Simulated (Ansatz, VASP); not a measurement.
CaF in VASP and in Ansatz

```
Ca F
1.0
     0.00000    2.65718    2.65718
     2.65718    0.00000    2.65718
     2.65718    2.65718    0.00000
Ca F
1 1
Cartesian
  2.6572 2.6572 2.6572
  0.0000 0.0000 0.0000
```

Change from the starting cell: species swapped into the LuBi type (Fm-3m, No. 225).

Alike in both runs: functional PBE; k mesh 18 × 18 × 18; occupations gaussian, width 0.1 eV; no spin polarisation.

Ansatz relaxed the structure, and its values are those at the end. VASP's run is a single point on that final structure, the one shown.

|  | VASP | Ansatz |
| --- | --- | --- |
| version | VASP 6.6.1 | Ansatz 0.2.0 |
| potentials or method | VASP PAW PBE potentials, release 64 (Ca_sv, F), cutoff 600 eV | scalar-relativistic, plane waves, PAW |
| valence electrons in the cell | 17 | 17 |

|  | VASP | Ansatz | Ansatz less VASP |
| --- | --- | --- | --- |
| gap on the k mesh at the Fermi level (eV) | none | none | - |
| pressure (GPa) | -0.1 | 0.0 | +0.05 |

A gap of «none» marks a metal or a gap that the smearing closes.
